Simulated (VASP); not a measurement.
# ZrO2 (Cubic zirconia) (Fm-3m) in VASP: further runs

ZrO2 (Cubic zirconia) is run at these levels: PBE; tasks: single point.

Everything below comes from runs of VASP 6.6.1. Logs are shortened: lines on timing, memory, paths and dates and some standing lists are left out, and cuts for length are marked.

### 1 The cell of the first run

Symmetry: Fm-3m, No. 225, cubic system. Conventional cell: a = 5.159 Å, b = 5.159 Å, c = 5.159 Å, α = 90.00°, β = 90.00°, γ = 90.00°. Within 3.0 Å of Zr (site symmetry m-3m) lie 8 O at 2.23 Å. O (site symmetry -43m) has 4 Zr at 2.23 Å and 6 O at 2.58 Å within 3.0 Å.

### 2 Single point, PBE

INCAR

```
SYSTEM = ZrO2
  PREC = Accurate
  ENCUT = 600
  EDIFF = 1E-6
  ISMEAR = 0
  SIGMA = 0.01
  LREAL = .FALSE.
  LASPH = .TRUE.
  NELM = 120
  ALGO = Normal
  ISIF = 2
  LWAVE = .FALSE.
  LCHARG = .TRUE.
  GGA = PE
  LELF = .TRUE.
  LVHAR = .TRUE.
  NBANDS = 19
  GGA_COMPAT = .FALSE.
```

KPOINTS

```
Automatic mesh
0
G
  7 7 7
  0 0 0
```

POSCAR

```
ZrO2
1.0
    0.0000000000      2.5792884080      2.5792884080
    2.5792884080      0.0000000000      2.5792884080
    2.5792884080      2.5792884080      0.0000000000
Zr O
1 2
Direct
    0.0000000000      0.0000000000      0.0000000000
    0.2500000000      0.2500000000      0.2500000000
    0.7500000000      0.7500000000      0.7500000000
```

Potentials or basis: VASP PAW PBE potentials, release 64 (Zr_sv, O).

Started as:

```bash
> cat potpaw_PBE.64/Zr_sv/POTCAR potpaw_PBE.64/O/POTCAR > POTCAR
> mpirun -np 1 vasp_std > vasp.out
```

OUTCAR:

```text
SYSTEM = ZrO2
   PREC = Accurate
   ENCUT = 600
   EDIFF = 1E-6
   ISMEAR = 0
   LREAL = .FALSE.
   LASPH = .TRUE.
   NELM = 120
   ISIF = 2
   GGA = PE

 ion  position               nearest neighbor table
   1  0.000  0.000  0.000-   3 2.23   3 2.23   3 2.23   2 2.23   3 2.23   2 2.23   2 2.23   2 2.23

   2  0.250  0.250  0.250-   1 2.23   1 2.23   1 2.23   1 2.23
   3  0.750  0.750  0.750-   1 2.23   1 2.23   1 2.23   1 2.23

  LATTYP: Found a face centered cubic cell.
 ALAT       =     5.1585768160

  Lattice vectors:

 A1 = (   0.0000000000,   2.5792884080,   2.5792884080)
 A2 = (   2.5792884080,   0.0000000000,   2.5792884080)
 A3 = (   2.5792884080,   2.5792884080,   0.0000000000)

Analysis of symmetry for initial positions (statically):
=====================================================================
 Subroutine PRICEL returns:
 Original cell was already a primitive cell.

 Routine SETGRP: Setting up the symmetry group for a
 face centered cubic supercell.

 Subroutine GETGRP returns: Found 48 space group operations
 (whereof 48 operations were pure point group operations)
 out of a pool of 48 trial point group operations.

The static configuration has the point symmetry O_h .

Analysis of symmetry for dynamics (positions and initial velocities):
=====================================================================
 Subroutine PRICEL returns:
 Original cell was already a primitive cell.

 Routine SETGRP: Setting up the symmetry group for a
 face centered cubic supercell.

 Subroutine GETGRP returns: Found 48 space group operations
 (whereof 48 operations were pure point group operations)
 out of a pool of 48 trial point group operations.

The dynamic configuration has the point symmetry O_h .

 Subroutine INISYM returns: Found 48 space group operations
 (whereof 48 operations are pure point group operations),
 and found     1 'primitive' translations

----------------------------------------------------------------------------------------

                                     Primitive cell

  volume of cell :      34.3186

  direct lattice vectors                    reciprocal lattice vectors
     0.000000000  2.579288408  2.579288408    -0.193851916  0.193851916  0.193851916
     2.579288408  0.000000000  2.579288408     0.193851916 -0.193851916  0.193851916
     2.579288408  2.579288408  0.000000000     0.193851916  0.193851916 -0.193851916

  length of vectors
     3.647664648  3.647664648  3.647664648     0.335761368  0.335761368  0.335761368

  position of ions in fractional coordinates (direct lattice)
     0.000000000  0.000000000  0.000000000
     0.250000000  0.250000000  0.250000000
     0.750000000  0.750000000  0.750000000

  ion indices of the primitive-cell ions
   primitive index   ion index
                 1           1
                 2           2
                 3           3

----------------------------------------------------------------------------------------

 KPOINTS: Automatic mesh

Automatic generation of k-mesh.
 Grid dimensions read from file:
 generate k-points for:    7    7    7

 Generating k-lattice:

  Cartesian coordinates                     Fractional coordinates (reciprocal lattice)
    -0.027693131  0.027693131  0.027693131     0.142857143  0.000000000  0.000000000
     0.027693131 -0.027693131  0.027693131     0.000000000  0.142857143  0.000000000
     0.027693131  0.027693131 -0.027693131     0.000000000  0.000000000  0.142857143

  Length of vectors
     0.047965910  0.047965910  0.047965910

  Shift w.r.t. Gamma in fractional coordinates (k-lattice)
     0.000000000  0.000000000  0.000000000

 Subroutine IBZKPT returns following result:
 ===========================================

 Found     20 irreducible k-points:

 Following reciprocal coordinates:
            Coordinates               Weight
  0.000000  0.000000  0.000000      1.000000
  0.142857  0.000000  0.000000      8.000000
  0.285714  0.000000  0.000000      8.000000
  0.428571  0.000000  0.000000      8.000000
  0.142857  0.142857  0.000000      6.000000
  0.285714  0.142857  0.000000     24.000000
[... 12 lines left out ...]
 -0.428571  0.428571  0.142857     24.000000
 -0.285714  0.428571  0.142857     24.000000
   k-points           NKPTS =     20   k-points in BZ     NKDIM =     20   number of bands    NBANDS=     19
   number of dos      NEDOS =    301   number of ions     NIONS =      3
   total plane-waves  NPLWV =  27000
   dimension x,y,z NGX =    30 NGY =   30 NGZ =   30
   dimension x,y,z NGXF=    60 NGYF=   60 NGZF=   60
   ions per type =               1   2
   NGX,Y,Z   is equivalent  to a cutoff of  13.67, 13.67, 13.67 a.u.
   NGXF,Y,Z  is equivalent  to a cutoff of  27.35, 27.35, 27.35 a.u.
 SYSTEM =  ZrO2
   PREC   = accura    normal or accurate (medium, high low for compatibility)
   ISTART =      0    job   : 0-new  1-cont  2-samecut
   ICHARG =      2    charge: 1-file 2-atom 10-const
   ISPIN  =      1    spin polarized calculation?
   LNONCOLLINEAR =      F non collinear calculations
   LSORBIT =      F    spin-orbit coupling
   LASPH  =      T    aspherical Exc in radial PAW
   ENCUT  =  600.0 eV  44.10 Ry    6.64 a.u.   7.29  7.29  7.29*2*pi/ulx,y,z
   NELM   =    120;   NELMIN=  2; NELMDL= -5     # of ELM steps
   EDIFF  = 0.1E-05   stopping-criterion for ELM
   LREAL  =      F    real-space projection
   EDIFFG = 0.1E-04   stopping-criterion for IOM
   NSW    =      0    number of steps for IOM
   IBRION =     -1    ionic relax: 0-MD 1-quasi-New 2-CG
   NFREE  =      0    steps in history (QN), initial steepest desc. (CG)
   ISIF   =      2    stress and relaxation
   ISYM   =      2    0-nonsym 1-usesym 2-fastsym
   POTIM  = 0.5000    time-step for ionic-motion
   TEBEG  =    0.0;   TEEND  =   0.0 temperature during run
   PSTRESS=    0.0 pullay stress
   NELECT =      24.0000    total number of electrons
   NUPDOWN=      -1.0000    fix difference up-down
   EMIN   =  10.00;   EMAX   =-10.00  energy-range for DOS
   EFERMI =   0.00;   METHOD = LEGACY
   ISMEAR =     0;   SIGMA  =   0.01  broadening in eV -4-tet -1-fermi 0-gaus
   EFERMI_NEDOS =   21; number of points for ismear=-14 and -15
   IALGO  =     38    algorithm
   IMIX   =      4    mixing-type and parameters
     AMIX     =   0.40;   BMIX     =  1.00
     AMIX_MAG =   1.60;   BMIX_MAG =  1.00
  volume/ion in A,a.u.               =      11.44        77.20
  Fermi-wavevector in a.u.,A,eV,Ry     =   1.453122  2.746002 28.729557  2.111563
  Thomas-Fermi vector in A             =   2.570425
   LORBIT       =      0    0 simple, 1 ext, 2 COOP (PROOUT), +10 PAW based schemes
   GGA     = PE    functional components
   LHFCALC =     F    Hartree Fock is set to
   AEXX    =    0.0000 exact exchange contribution
   IVDW    =     0    specifies the selected vdW correction
   LEPSILON=     F    determine dielectric tensor
   LRPA    =     F    only Hartree local field effects (RPA)
 non-spin polarized calculation
 Gauss-broadening in eV      SIGMA  =   0.01
  energy-cutoff  :      600.00
  volume of cell :       34.32
 maximum number of plane-waves:      1155
 NGX is ok and might be reduce to    30
   NGX = 15   NGY = 15   NGZ = 15

 number of electron      23.9999995 magnetization

 Free energy of the ion-electron system (eV)
  ---------------------------------------------------
  ext. energy  EPLUGINS =         0.00000000
  ---------------------------------------------------
  free energy    TOTEN  =       -28.56098366 eV

  energy without entropy =      -28.56098366  energy(sigma->0) =      -28.56098366

 E-fermi :   6.9057     XC(G=0): -11.5680

 val. band max:        6.6909113529   @ k =  -0.4286   0.4286   0.0000
 cond. band min:      10.0162396706   @ k =   0.0000   0.0000   0.0000
 fundamental gap:      3.3253283177
 Fermi energy:         6.9056619376

 k-point     1 :       0.0000    0.0000    0.0000
  band No.  band energies     occupation
      1     -41.5046      2.00000
      2     -19.3188      2.00000
      3     -19.3188      2.00000
      4     -19.3188      2.00000
      5     -11.2300      2.00000
      6      -8.8202      2.00000
[... 11 lines left out ...]
     18      15.6641      0.00000
     19      20.8393      0.00000

 k-point     2 :       0.1429    0.0000    0.0000
  band No.  band energies     occupation
      1     -41.4976      2.00000
      2     -19.4352      2.00000
      3     -19.3300      2.00000
      4     -19.3300      2.00000
      5     -10.9833      2.00000
      6      -8.9995      2.00000
[... 11 lines left out ...]
     18      15.4006      0.00000
     19      20.3634      0.00000

 k-point     3 :       0.2857    0.0000    0.0000
  band No.  band energies     occupation
      1     -41.4817      2.00000
      2     -19.6794      2.00000
      3     -19.3549      2.00000
      4     -19.3549      2.00000
      5     -10.4986      2.00000
      6      -9.2812      2.00000
[... 11 lines left out ...]
     18      15.7413      0.00000
     19      19.5873      0.00000

 k-point     4 :       0.4286    0.0000    0.0000
  band No.  band energies     occupation
      1     -41.4689      2.00000
      2     -19.8608      2.00000
      3     -19.3747      2.00000
      4     -19.3747      2.00000
      5     -10.3064      2.00000
      6      -9.2616      2.00000
[... 319 lines left out ...]
     18      17.4682      0.00000
     19      20.8360      0.00000

 k-point    19 :      -0.4286    0.4286    0.1429
  band No.  band energies     occupation
      1     -41.4566      2.00000
      2     -19.8348      2.00000
      3     -19.5475      2.00000
      4     -19.4561      2.00000
      5      -9.7799      2.00000
      6      -9.5192      2.00000
[... 11 lines left out ...]
     18      18.4459      0.00000
     19      21.2113      0.00000

 k-point    20 :      -0.2857    0.4286    0.1429
  band No.  band energies     occupation
      1     -41.4556      2.00000
      2     -19.7411      2.00000
      3     -19.6704      2.00000
      4     -19.4511      2.00000
      5      -9.7125      2.00000
      6      -9.5541      2.00000
[... 11 lines left out ...]
     18      18.5728      0.00000
     19      21.7837      0.00000

------------------------ aborting loop because EDIFF is reached ----------------------------------------

  FORCE on cell =-STRESS in cart. coord.  units (eV):
  Direction    XX          YY          ZZ          XY          YZ          ZX
  --------------------------------------------------------------------------------------
  -------------------------------------------------------------------------------------
  Total       -1.1856583     -1.1856583     -1.1856583     -0.0000000      0.0000000      0.0000000
  in kB      -55.3529055    -55.3529055    -55.3529055     -0.0000000      0.0000000      0.0000000
  external PRESSURE =     -55.3529055 kB  Pullay stress =       0.0000000 kB

 VOLUME and BASIS-vectors are now :
 -----------------------------------------------------------------------------
  energy-cutoff  :      600.00
  volume of cell :       34.32
      direct lattice vectors                 reciprocal lattice vectors
     0.000000000  2.579288408  2.579288408    -0.193851916  0.193851916  0.193851916
     2.579288408  0.000000000  2.579288408     0.193851916 -0.193851916  0.193851916
     2.579288408  2.579288408  0.000000000     0.193851916  0.193851916 -0.193851916

 POSITION                                       TOTAL-FORCE (eV/Angst)
 -----------------------------------------------------------------------------------
      0.00000      0.00000      0.00000        -0.000000      0.000000      0.000000
      1.28964      1.28964      1.28964         0.000000      0.000000     -0.000000
      3.86893      3.86893      3.86893        -0.000000     -0.000000     -0.000000
 -----------------------------------------------------------------------------------
    total drift:                                0.000000     -0.000000      0.000000

  FREE ENERGIE OF THE ION-ELECTRON SYSTEM (eV)
  ---------------------------------------------------
  free  energy   TOTEN  =       -28.5609836619 eV

  energy  without entropy=      -28.5609836619  energy(sigma->0) =      -28.56098366
```

It took 22 s on 1 thread of Intel Xeon Platinum 8488C (Sapphire Rapids), shared host; peak memory 0.17 GiB.

What came out:

```
Free energy            : -28.5610 eV
Pressure               : -5.5 GPa
Band gap on the k mesh : 3.33 eV, indirect (least direct gap 3.76 eV)
```

### 3 Single point, PBE

This run uses another cell than the first one, of 11.73 Å³/atom, 1.025 times its volume.

INCAR

```
SYSTEM = ZrO2
PREC = Accurate ; ENCUT = 600
EDIFF = 1E-6 ; ISMEAR = 0
SIGMA = 0.01 ; LREAL = .False.
LASPH = .True. ; NELM = 120
ALGO = Normal ; ISIF = 2
LWAVE = .False. ; LCHARG = .False.
GGA = PE ; NBANDS = 19
GGA_COMPAT = .False.
```

KPOINTS

```
regular mesh
0
Gamma
  7 7 7
  0 0 0
```

POSCAR

```
ZrO2
1.0
    0.0000000000      2.6008734149      2.6008734149
    2.6008734149      0.0000000000      2.6008734149
    2.6008734149      2.6008734149      0.0000000000
Zr O
1 2
Direct
    0.0000000000      0.0000000000      0.0000000000
    0.2500000000      0.2500000000      0.2500000000
    0.7500000000      0.7500000000      0.7500000000
```

Potentials or basis: VASP PAW PBE potentials, release 64 (Zr_sv, O).

Started as:

```bash
> cat potpaw_PBE.64/Zr_sv/POTCAR potpaw_PBE.64/O/POTCAR > POTCAR
> mpirun -np 1 vasp_std > vasp.out
```

Wall time 24 s (1 thread of Intel Xeon Platinum 8488C (Sapphire Rapids), shared host); peak memory 0.17 GiB.

Results (log left out):

| Property | Result |
| --- | --- |
| Free energy | -28.5195 eV |
| Pressure | -10.6 GPa |
| Band gap on the k mesh | 3.25 eV, indirect (least direct gap 3.68 eV) |

Levels at points of the mesh, in eV from the valence-band top:
```tsv
k point	band 9	band 10	band 11	band 12	band 13	band 14	band 15	band 16
(0.00, 0.00, 0.00)	-4.79	-0.43	-0.43	-0.43	3.25	3.25	6.18	8.68
```

A k mesh can miss the band edges. A hybrid or GW would open this gap; PBE tends to underestimate it.
